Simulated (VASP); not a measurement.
# K (I4/mmm) in VASP: a series of runs

K is run at these levels: PBEsol; tasks: single point.

All numbers are computed with VASP 6.6.1; they aren't measurements. Logs are shortened: lines on timing, memory, paths and dates and some standing lists are left out, and cuts for length are marked.

## Step 1: The cell of the first run

It takes space group I4/mmm (No. 139, tetragonal). The conventional cell has a = 5.367 Å, b = 5.367 Å, c = 5.105 Å, α = 90.00°, β = 90.00°, γ = 90.00°.

## Step 2: Single point, PBEsol (strain +0.025 along x and y, -0.025 along z)

INCAR reads:

```
SYSTEM = K
  PREC = Accurate
  ENCUT = 520
  EDIFF = 1E-6
  ISMEAR = 0
  SIGMA = 0.15
  LREAL = .FALSE.
  LASPH = .TRUE.
  NELM = 80
  ALGO = Fast
  ISIF = 2
  LWAVE = .FALSE.
  LCHARG = .FALSE.
  GGA = PS
  NBANDS = 10
```

KPOINTS reads:

```
Automatic mesh
0
G
  14 14 14
  0 0 0
```

POSCAR reads:

```
K
1.0
   -2.6834500000      2.6834500000      2.5525500000
    2.6834500000     -2.6834500000      2.5525500000
    2.6834500000      2.6834500000     -2.5525500000
K
1
Direct
    0.0000000000      0.0000000000      0.0000000000
```

Potentials or basis: VASP PAW PBE potentials, release 64 (K_sv).

On the command line:

```sh
$ cat potpaw_PBE.64/K_sv/POTCAR > POTCAR
$ mpirun -np 1 vasp_std > vasp.out
```

OUTCAR:

```text
SYSTEM = K
   PREC = Accurate
   ENCUT = 520
   EDIFF = 1E-6
   ISMEAR = 0
   LREAL = .FALSE.
   LASPH = .TRUE.
   NELM = 80
   ISIF = 2
   GGA = PS

 ion  position               nearest neighbor table
   1  0.000  0.000  0.000-

  LATTYP: Found a body centered tetragonal cell.
 ALAT       =     5.3669000000
 C/A-ratio  =     0.9512195122

  Lattice vectors:

 A1 = (  -2.6834500000,   2.6834500000,   2.5525500000)
 A2 = (   2.6834500000,  -2.6834500000,   2.5525500000)
 A3 = (   2.6834500000,   2.6834500000,  -2.5525500000)

Analysis of symmetry for initial positions (statically):
=====================================================================
 Subroutine PRICEL returns:
 Original cell was already a primitive cell.

 Routine SETGRP: Setting up the symmetry group for a
 body centered tetragonal supercell.

 Subroutine GETGRP returns: Found 16 space group operations
 (whereof 16 operations were pure point group operations)
 out of a pool of 16 trial point group operations.

The static configuration has the point symmetry D_4h.

Analysis of symmetry for dynamics (positions and initial velocities):
=====================================================================
 Subroutine PRICEL returns:
 Original cell was already a primitive cell.

 Routine SETGRP: Setting up the symmetry group for a
 body centered tetragonal supercell.

 Subroutine GETGRP returns: Found 16 space group operations
 (whereof 16 operations were pure point group operations)
 out of a pool of 16 trial point group operations.

The dynamic configuration has the point symmetry D_4h.

 Subroutine INISYM returns: Found 16 space group operations
 (whereof 16 operations are pure point group operations),
 and found     1 'primitive' translations

----------------------------------------------------------------------------------------

                                     Primitive cell

  volume of cell :      73.5227

  direct lattice vectors                    reciprocal lattice vectors
    -2.683450000  2.683450000  2.552550000     0.000000000  0.186327303  0.195882549
     2.683450000 -2.683450000  2.552550000     0.186327303  0.000000000  0.195882549
     2.683450000  2.683450000 -2.552550000     0.186327303  0.186327303  0.000000000

  length of vectors
     4.573545595  4.573545595  4.573545595     0.270347622  0.270347622  0.263506598

  position of ions in fractional coordinates (direct lattice)
     0.000000000  0.000000000  0.000000000

  ion indices of the primitive-cell ions
   primitive index   ion index
                 1           1

----------------------------------------------------------------------------------------

 KPOINTS: Automatic mesh

Automatic generation of k-mesh.
 Grid dimensions read from file:
 generate k-points for:   14   14   14

 Generating k-lattice:

  Cartesian coordinates                     Fractional coordinates (reciprocal lattice)
     0.000000000  0.013309093  0.013991611     0.071428571  0.000000000 -0.000000000
     0.013309093  0.000000000  0.013991611     0.000000000  0.071428571 -0.000000000
     0.013309093  0.013309093  0.000000000     0.000000000  0.000000000  0.071428571

  Length of vectors
     0.019310544  0.019310544  0.018821900

  Shift w.r.t. Gamma in fractional coordinates (k-lattice)
     0.000000000  0.000000000  0.000000000

 Subroutine IBZKPT returns following result:
 ===========================================

 Found    244 irreducible k-points:

 Following reciprocal coordinates:
            Coordinates               Weight
  0.000000  0.000000  0.000000      1.000000
  0.071429  0.000000 -0.000000      8.000000
  0.142857  0.000000 -0.000000      8.000000
  0.214286  0.000000 -0.000000      8.000000
  0.285714  0.000000 -0.000000      8.000000
  0.357143  0.000000 -0.000000      8.000000
[... 16 lines left out ...]
  0.214286  0.142857 -0.000000     16.000000
  0.285714  0.142857 -0.000000     16.000000
 [... further k-points ...]
   k-points           NKPTS =    244   k-points in BZ     NKDIM =    244   number of bands    NBANDS=     10
   number of dos      NEDOS =    301   number of ions     NIONS =      1
   total plane-waves  NPLWV =  46656
   dimension x,y,z NGX =    36 NGY =   36 NGZ =   36
   dimension x,y,z NGXF=    72 NGYF=   72 NGZF=   72
   ions per type =               1
   NGX,Y,Z   is equivalent  to a cutoff of  13.09, 13.09, 13.09 a.u.
   NGXF,Y,Z  is equivalent  to a cutoff of  26.17, 26.17, 26.17 a.u.
 SYSTEM =  K
   PREC   = accura    normal or accurate (medium, high low for compatibility)
   ISTART =      0    job   : 0-new  1-cont  2-samecut
   ICHARG =      2    charge: 1-file 2-atom 10-const
   ISPIN  =      1    spin polarized calculation?
   LNONCOLLINEAR =      F non collinear calculations
   LSORBIT =      F    spin-orbit coupling
   LASPH  =      T    aspherical Exc in radial PAW
   ENCUT  =  520.0 eV  38.22 Ry    6.18 a.u.   8.50  8.50  8.50*2*pi/ulx,y,z
   NELM   =     80;   NELMIN=  2; NELMDL= -5     # of ELM steps
   EDIFF  = 0.1E-05   stopping-criterion for ELM
   LREAL  =      F    real-space projection
   EDIFFG = 0.1E-04   stopping-criterion for IOM
   NSW    =      0    number of steps for IOM
   IBRION =     -1    ionic relax: 0-MD 1-quasi-New 2-CG
   NFREE  =      0    steps in history (QN), initial steepest desc. (CG)
   ISIF   =      2    stress and relaxation
   ISYM   =      2    0-nonsym 1-usesym 2-fastsym
   POTIM  = 0.5000    time-step for ionic-motion
   TEBEG  =    0.0;   TEEND  =   0.0 temperature during run
   PSTRESS=    0.0 pullay stress
   NELECT =       9.0000    total number of electrons
   NUPDOWN=      -1.0000    fix difference up-down
   EMIN   =  10.00;   EMAX   =-10.00  energy-range for DOS
   EFERMI =   0.00;   METHOD = LEGACY
   ISMEAR =     0;   SIGMA  =   0.15  broadening in eV -4-tet -1-fermi 0-gaus
   EFERMI_NEDOS =   21; number of points for ismear=-14 and -15
   IALGO  =     68    algorithm
   IMIX   =      4    mixing-type and parameters
     AMIX     =   0.40;   BMIX     =  1.00
     AMIX_MAG =   1.60;   BMIX_MAG =  1.00
  volume/ion in A,a.u.               =      73.52       496.16
  Fermi-wavevector in a.u.,A,eV,Ry     =   0.812859  1.536081  8.989911  0.660740
  Thomas-Fermi vector in A             =   1.922479
   LORBIT       =      0    0 simple, 1 ext, 2 COOP (PROOUT), +10 PAW based schemes
   GGA     = PS    functional components
   LHFCALC =     F    Hartree Fock is set to
   AEXX    =    0.0000 exact exchange contribution
   IVDW    =     0    specifies the selected vdW correction
   LEPSILON=     F    determine dielectric tensor
   LRPA    =     F    only Hartree local field effects (RPA)
 non-spin polarized calculation
 RMM-DIIS sequential band-by-band and
 Gauss-broadening in eV      SIGMA  =   0.15
  energy-cutoff  :      520.00
  volume of cell :       73.52
 maximum number of plane-waves:      2000
 NGX is ok and might be reduce to    36
   NGX = 17   NGY = 17   NGZ = 17

 number of electron       9.0000000 magnetization

 Free energy of the ion-electron system (eV)
  ---------------------------------------------------
  ext. energy  EPLUGINS =         0.00000000
  ---------------------------------------------------
  free energy    TOTEN  =        -1.13645029 eV

  energy without entropy =       -1.12772621  energy(sigma->0) =       -1.13208825

 E-fermi :  -0.1652     XC(G=0):  -5.6972

 val. band max:       -0.1975217153   @ k =  -0.0714   0.4286   0.0714
 cond. band min:      -0.1472617458   @ k =   0.5000   0.3571  -0.0000
 fundamental gap:      0.0502599694
 Fermi energy:        -0.1651909142

 k-point     1 :       0.0000    0.0000    0.0000
  band No.  band energies     occupation
      1     -32.1599      2.00000
      2     -15.6699      2.00000
      3     -15.6696      2.00000
      4     -15.6696      2.00000
      5      -2.3249      2.00000
      6       3.9652      0.00000
      7       4.2231      0.00000
      8       4.2231      0.00000
      9       4.8786      0.00000
     10       5.2160      0.00000

 k-point     2 :       0.0714    0.0000   -0.0000
  band No.  band energies     occupation
      1     -32.1597      2.00000
      2     -15.6732      2.00000
      3     -15.6708      2.00000
      4     -15.6698      2.00000
      5      -2.2602      2.00000
      6       3.9336      0.00000
      7       4.1252      0.00000
      8       4.2124      0.00000
      9       4.8390      0.00000
     10       5.1123      0.00000

 k-point     3 :       0.1429    0.0000   -0.0000
  band No.  band energies     occupation
      1     -32.1591      2.00000
      2     -15.6828      2.00000
      3     -15.6741      2.00000
      4     -15.6699      2.00000
      5      -2.0681      2.00000
      6       3.7446      0.00000
      7       3.7601      0.00000
      8       4.3085      0.00000
      9       4.8127      0.00000
     10       5.0004      0.00000

 k-point     4 :       0.2143    0.0000   -0.0000
  band No.  band energies     occupation
      1     -32.1583      2.00000
      2     -15.6967      2.00000
      3     -15.6789      2.00000
      4     -15.6702      2.00000
      5      -1.7550      2.00000
      6       3.1516      0.00000
      7       3.5058      0.00000
      8       4.5366      0.00000
      9       4.8822      0.00000
     10       4.9617      0.00000
[... 222 lines left out ...]
 k-point    22 :       0.1429    0.1429   -0.0000
  band No.  band energies     occupation
      1     -32.1578      2.00000
      2     -15.7034      2.00000
      3     -15.6789      2.00000
      4     -15.6739      2.00000
      5      -1.5587      2.00000
      6       3.0186      0.00000
      7       3.2162      0.00000
      8       4.5700      0.00000
      9       4.7008      0.00000
     10       5.2568      0.00000

 k-point    23 :       0.2143    0.1429   -0.0000
  band No.  band energies     occupation
      1     -32.1570      2.00000
      2     -15.7153      2.00000
      3     -15.6847      2.00000
      4     -15.6750      2.00000
      5      -1.1361      2.00000
      6       2.4686      0.00000
      7       2.9379      0.00000
      8       4.6776      0.00000
      9       4.7966      0.00000
     10       5.4472      0.00000

 k-point    24 :       0.2857    0.1429   -0.0000
  band No.  band energies     occupation
      1     -32.1562      2.00000
      2     -15.7253      2.00000
      3     -15.6909      2.00000
      4     -15.6753      2.00000
      5      -0.6200      1.99998
      6       1.8524      0.00000
      7       2.7369      0.00000
      8       4.6177      0.00000
      9       5.0177      0.00000
     10       5.5813      0.00000

 [... further k-points ...]

------------------------ aborting loop because EDIFF is reached ----------------------------------------

  FORCE on cell =-STRESS in cart. coord.  units (eV):
  Direction    XX          YY          ZZ          XY          YZ          ZX
  --------------------------------------------------------------------------------------
  -------------------------------------------------------------------------------------
  Total       -0.0675862     -0.0675862     -0.0446155      0.0000000      0.0000000      0.0000000
  in kB       -1.4728130     -1.4728130     -0.9722440      0.0000000      0.0000000      0.0000000
  external PRESSURE =      -1.3059567 kB  Pullay stress =       0.0000000 kB

 VOLUME and BASIS-vectors are now :
 -----------------------------------------------------------------------------
  energy-cutoff  :      520.00
  volume of cell :       73.52
      direct lattice vectors                 reciprocal lattice vectors
    -2.683450000  2.683450000  2.552550000     0.000000000  0.186327303  0.195882549
     2.683450000 -2.683450000  2.552550000     0.186327303  0.000000000  0.195882549
     2.683450000  2.683450000 -2.552550000     0.186327303  0.186327303  0.000000000

 POSITION                                       TOTAL-FORCE (eV/Angst)
 -----------------------------------------------------------------------------------
      0.00000      0.00000      0.00000         0.000000     -0.000000     -0.000000
 -----------------------------------------------------------------------------------
    total drift:                               -0.000000      0.000000      0.000000

  FREE ENERGIE OF THE ION-ELECTRON SYSTEM (eV)
  ---------------------------------------------------
  free  energy   TOTEN  =        -1.1364502915 eV

  energy  without entropy=       -1.1277262119  energy(sigma->0) =       -1.13208825
```

It took 85 s on 1 thread of Intel Xeon 6975P-C (Granite Rapids), shared host; peak memory 0.32 GiB.

What came out:

* Free energy: -1.1365 eV
* Pressure: -0.1 GPa
* Band gap on the k mesh: zero (an odd number of electrons rules out a gap without spin polarisation)

Caveat: the cell differs from its parent crystal (strain +0.025 along x and y, -0.025 along z); the PAW data sets were made with another functional, which shifts forces and pressure a little.

## Step 3: Single point, PBEsol (strain +0.000 along x and y, +0.050 along z)

INCAR reads:

```
  PREC = Accurate
  ENCUT = 520
  EDIFF = 1E-6
  ISMEAR = 0
  SIGMA = 0.15
  LREAL = False
  LASPH = True
  NELM = 100
  ALGO = Fast
  ISIF = 2
  LWAVE = False
  LCHARG = False
  GGA = PS
  NBANDS = 10
```

KPOINTS reads:

```
Automatic mesh
0
Gamma
  14 14 14
```

POSCAR reads:

```
K
1.0
   -2.6180000000      2.6180000000      2.7489000000
    2.6180000000     -2.6180000000      2.7489000000
    2.6180000000      2.6180000000     -2.7489000000
K
1
Direct
    0.0000000000      0.0000000000      0.0000000000
```

Potentials or basis: VASP PAW PBE potentials, release 64 (K_sv).

On the command line:

```sh
$ cat potpaw_PBE.64/K_sv/POTCAR > POTCAR
$ mpirun -np 1 vasp_std > vasp.out
```

OUTCAR:

```text
PREC = Accurate
   ENCUT = 520
   EDIFF = 1E-6
   ISMEAR = 0
   LREAL = False
   LASPH = True
   NELM = 100
   ISIF = 2
   GGA = PS

 ion  position               nearest neighbor table
   1  0.000  0.000  0.000-

  LATTYP: Found a body centered tetragonal cell.
 ALAT       =     5.2360000000
 C/A-ratio  =     1.0500000000

  Lattice vectors:

 A1 = (  -2.6180000000,   2.6180000000,   2.7489000000)
 A2 = (   2.6180000000,  -2.6180000000,   2.7489000000)
 A3 = (   2.6180000000,   2.6180000000,  -2.7489000000)

Analysis of symmetry for initial positions (statically):
=====================================================================
 Subroutine PRICEL returns:
 Original cell was already a primitive cell.

 Routine SETGRP: Setting up the symmetry group for a
 body centered tetragonal supercell.

 Subroutine GETGRP returns: Found 16 space group operations
 (whereof 16 operations were pure point group operations)
 out of a pool of 16 trial point group operations.

The static configuration has the point symmetry D_4h.

Analysis of symmetry for dynamics (positions and initial velocities):
=====================================================================
 Subroutine PRICEL returns:
 Original cell was already a primitive cell.

 Routine SETGRP: Setting up the symmetry group for a
 body centered tetragonal supercell.

 Subroutine GETGRP returns: Found 16 space group operations
 (whereof 16 operations were pure point group operations)
 out of a pool of 16 trial point group operations.

The dynamic configuration has the point symmetry D_4h.

 Subroutine INISYM returns: Found 16 space group operations
 (whereof 16 operations are pure point group operations),
 and found     1 'primitive' translations

----------------------------------------------------------------------------------------

                                     Primitive cell

  volume of cell :      75.3630

[... 111 lines left out ...]
   GGA     = PS    functional components
   LHFCALC =     F    Hartree Fock is set to
   AEXX    =    0.0000 exact exchange contribution
   IVDW    =     0    specifies the selected vdW correction
   LEPSILON=     F    determine dielectric tensor
   LRPA    =     F    only Hartree local field effects (RPA)
 non-spin polarized calculation
 RMM-DIIS sequential band-by-band and
 Gauss-broadening in eV      SIGMA  =   0.15
  energy-cutoff  :      520.00
  volume of cell :       75.36
 maximum number of plane-waves:      2051
   NGX = 17   NGY = 17   NGZ = 17

 number of electron       9.0000000 magnetization

 Free energy of the ion-electron system (eV)
  ---------------------------------------------------
  ext. energy  EPLUGINS =         0.00000000
  ---------------------------------------------------
  free energy    TOTEN  =        -1.13475187 eV

  energy without entropy =       -1.12583940  energy(sigma->0) =       -1.13029564

 E-fermi :  -0.2173     XC(G=0):  -5.6361

 val. band max:       -0.2207439375   @ k =   0.3571   0.0714   0.0714
 cond. band min:      -0.2171110604   @ k =   0.5000   0.2143  -0.0000
 fundamental gap:      0.0036328771
 Fermi energy:        -0.2173489570

 k-point     1 :       0.0000    0.0000    0.0000
  band No.  band energies     occupation
      1     -32.2281      2.00000
      2     -15.7394      2.00000
      3     -15.7394      2.00000
      4     -15.7392      2.00000
      5      -2.3415      2.00000
      6       3.9834      0.00000
      7       3.9834      0.00000
      8       4.2150      0.00000
      9       4.8000      0.00000
     10       5.1110      0.00000
[... 287 lines left out ...]
 k-point    24 :       0.2857    0.1429   -0.0000
  band No.  band energies     occupation
      1     -32.2249      2.00000
      2     -15.7893      2.00000
      3     -15.7586      2.00000
      4     -15.7425      2.00000
      5      -0.7582      2.00000
      6       1.7633      0.00000
      7       2.7856      0.00000
      8       4.5132      0.00000
      9       4.9642      0.00000
     10       5.3893      0.00000

 [... further k-points ...]

------------------------ aborting loop because EDIFF is reached ----------------------------------------

  FORCE on cell =-STRESS in cart. coord.  units (eV):
  Direction    XX          YY          ZZ          XY          YZ          ZX
  --------------------------------------------------------------------------------------
  -------------------------------------------------------------------------------------
  Total       -0.0939149     -0.0939149     -0.1050675      0.0000000      0.0000000      0.0000000
  in kB       -1.9965808     -1.9965808     -2.2336793      0.0000000      0.0000000      0.0000000
  external PRESSURE =      -2.0756137 kB  Pullay stress =       0.0000000 kB

 VOLUME and BASIS-vectors are now :
 -----------------------------------------------------------------------------
  energy-cutoff  :      520.00
  volume of cell :       75.36
      direct lattice vectors                 reciprocal lattice vectors
    -2.618000000  2.618000000  2.748900000     0.000000000  0.190985485  0.181890938
     2.618000000 -2.618000000  2.748900000     0.190985485  0.000000000  0.181890938
     2.618000000  2.618000000 -2.748900000     0.190985485  0.190985485  0.000000000

 POSITION                                       TOTAL-FORCE (eV/Angst)
 -----------------------------------------------------------------------------------
      0.00000      0.00000      0.00000         0.000000     -0.000000      0.000000
 -----------------------------------------------------------------------------------
    total drift:                               -0.000000      0.000000      0.000000

  FREE ENERGIE OF THE ION-ELECTRON SYSTEM (eV)
  ---------------------------------------------------
  free  energy   TOTEN  =        -1.1347518727 eV

  energy  without entropy=       -1.1258394017  energy(sigma->0) =       -1.13029564
```

stdout:

```text
POSCAR found type information on POSCAR K
 POSCAR found :  1 types and       1 ions
 scaLAPACK will be used
 -----------------------------------------------------------------------------
|                                                                             |
|                                                                             |
|     You enforced a specific xc type in the INCAR file but a different       |
|     I HOPE YOU KNOW WHAT YOU ARE DOING!                                     |
|                                                                             |
 -----------------------------------------------------------------------------

 LDA part: xc-table for (Slater+PW92), standard interpolation
 POSCAR, INCAR and KPOINTS ok, starting setup
 FFT: planning ... GRIDC
 FFT: planning ... GRID_SOFT
 FFT: planning ... GRID
 WAVECAR not read
 entering main loop
WARNING in EDDRMM: call to ZHEGV failed, returncode =   8  4      6
WARNING in EDDRMM: call to ZHEGV failed, returncode =   6  3      5
```

Wall time 74 s (1 thread of Intel Xeon 6975P-C (Granite Rapids), shared host); peak memory 0.32 GiB.

Results:

* Free energy: -1.1348 eV
* Pressure: -0.2 GPa
* Band gap on the k mesh: zero (an odd number of electrons rules out a gap without spin polarisation)

Caveat: the cell differs from its parent crystal (strain +0.000 along x and y, +0.050 along z); the PAW data sets were made with another functional, which shifts forces and pressure a little.

(Continued in part 2 of 3.)
